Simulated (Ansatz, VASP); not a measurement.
One calculation of SrTiO3, two programs

```
CELL_PARAMETERS angstrom
3.89138 0.00000 0.00000
0.00000 3.89138 0.00000
0.00000 0.00000 3.89138
ATOMIC_POSITIONS crystal
Sr 0.99023 0.00000 0.00000
Ti 0.52811 0.50000 0.50000
O 0.98932 0.50000 0.50000
O 0.49005 0.00000 0.50000
O 0.49005 0.50000 0.00000
```

Change from the starting cell: mode 1 frozen in at -0.062 Å and mode 7 at +0.075 Å (largest displacements).

Alike in both runs: task single point; functional PBEsol; k mesh 8 × 8 × 8; occupations gaussian, width 0.05 eV; no spin polarisation.

|  | VASP | Ansatz |
| --- | --- | --- |
| version | VASP 6.6.1 | Ansatz 0.2.0 |
| potentials or method | VASP PAW PBE potentials, release 64 (Sr_sv, Ti_sv, O), cutoff 520 eV | scalar-relativistic, plane waves, PAW |
| valence electrons in the cell | 40 | 40 |

Ansatz gave:

* gap on the k mesh at the Fermi level (eV): 1.89
* least direct gap on the mesh (eV): 2.45
* pressure (GPa): 1.6
* traceless stress, the component that is largest in VASP (GPa): 2.72
* rms of the force components (eV/Å): 0.320

Problem. Estimate VASP's values.

Solution. gap on the k mesh at the Fermi level (eV): 1.85; least direct gap on the mesh (eV): 2.43; pressure (GPa): 2.3; traceless stress, the component that is largest in VASP (GPa): 2.82; rms of the force components (eV/Å): 0.343.

VASP's potentials were made for PBE, not for PBEsol, and Ansatz warns of the same on its side. Atom by atom the forces differ by 0.025 eV/Å (rms over components).
